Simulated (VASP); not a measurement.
Input of a VASP 6.6.1 run:

The input POSCAR:

```
W
1.0
   -1.5928244114      1.5928244114      1.5928244114
    1.5928244114     -1.5928244114      1.5928244114
    1.5928244114      1.5928244114     -1.5928244114
W
1
Direct
    0.0000000000      0.0000000000      0.0000000000
```

The input INCAR.step1:

```
SYSTEM = W
  PREC = Accurate
  ENCUT = 520
  EDIFF = 1E-5
  ISMEAR = -1
  SIGMA = 0.05
  LREAL = .FALSE.
  LASPH = .TRUE.
  NELM = 80
  ALGO = Normal
  ISIF = 2
  LWAVE = .TRUE.
  NBANDS = 13
  GGA = PE
```

INCAR.step2

```
SYSTEM = W
  PREC = Accurate
  ENCUT = 520
  EDIFF = 1E-7
  ISMEAR = -1
  SIGMA = 0.05
  LREAL = .FALSE.
  LASPH = .TRUE.
  NELM = 80
  ALGO = Normal
  ISIF = 2
  LWAVE = .FALSE.
  LCHARG = .TRUE.
  GGA = PE
  LHFCALC = .TRUE.
  HFSCREEN = 0.2079
  PRECFOCK = Normal
  LELF = .TRUE.
  LVHAR = .TRUE.
  NBANDS = 13
  ISTART = 1
```

KPOINTS

```
Automatic mesh
0
G
  8 8 8
  0 0 0
```

Potentials or basis: VASP PAW PBE potentials, release 64 (W_sv).

Command:

```bash
$ cat potpaw_PBE.64/W_sv/POTCAR > POTCAR
$ cp INCAR.step1 INCAR
$ mpirun -np 1 vasp_std > vasp.out
$ cp INCAR.step2 INCAR
$ mpirun -np 1 vasp_std > vasp.out
```

Q: Estimate the pressure.

A: -7.4 GPa.

Q: What does it give for the band gap on the k mesh?

A: Zero (bands 7 and 8 overlap by 7.10 eV).

Caveat: the cell stands under tension; the PAW data sets were made with another functional, which shifts forces and pressure a little; spin-orbit coupling is left out, which moves the levels of the heavy elements.
